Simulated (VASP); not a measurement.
Here is a VASP 6.6.1 calculation.

File INCAR:

```
SYSTEM = Zr4Cl
PREC     = Accurate       ! precision mode
ENCUT    = 500            ! plane-wave cutoff, eV
EDIFF    = 1E-6           ! SCF threshold, eV
ISMEAR   = 0              ! smearing method
SIGMA    = 0.1            ! smearing width, eV
LREAL    = .False.        ! projectors in reciprocal space
LASPH    = .True.         ! aspherical terms in the spheres
NELM     = 200            ! most SCF steps
ALGO     = Normal         ! electronic algorithm
ISIF     = 2              ! what is computed and relaxed
LWAVE    = .False.        ! write WAVECAR
LCHARG   = .True.         ! write CHGCAR
ISPIN    = 2              ! spin polarisation
MAGMOM   = 1 1 1 1 0      ! initial moments
LORBIT   = 11             ! projections on sites
LMAXMIX  = 4              ! l up to which the mixer works
GGA      = PE             ! functional
LELF     = .True.         ! ELF
LVHAR    = .True.       
NBANDS   = 40             ! bands
GGA_COMPAT= .False.
```

Contents of KPOINTS:

```
regular mesh
0
Gamma
  6 6 2
  0 0 0
```

File POSCAR:

```
Zr4Cl
1.0
    3.2410311256      0.0000000000      0.0000000000
   -1.6205155628      2.8068152892      0.0000000000
    0.0000000000      0.0000000000     12.0268632647
Zr Cl
4 1
Direct
    0.6666666667      0.3333333333      0.8189239224
    0.3333333333      0.6666666667      0.1810760776
    0.6666666667      0.3333333333      0.3945805722
    0.3333333333      0.6666666667      0.6054194278
    0.0000000000      0.0000000000      0.0000000000
```

Potentials or basis: VASP PAW PBE potentials, release 64 (Zr_sv, Cl).

Command:

```console
$ cat potpaw_PBE.64/Zr_sv/POTCAR potpaw_PBE.64/Cl/POTCAR > POTCAR
$ mpirun -np 1 vasp_std > vasp.out
```

What does it give for the largest force?

0.030 eV/Å.

What does it give for the pressure?

0.0 GPa.

What does it give for the net moment?

0.00 μB per cell.

Stress tensor (GPa, compression positive):
```
 0.09  0.00  0.00
 0.00  0.09  0.00
 0.00  0.00 -0.19
```

Caveat: the k points lie up to 0.37 Å⁻¹ apart.
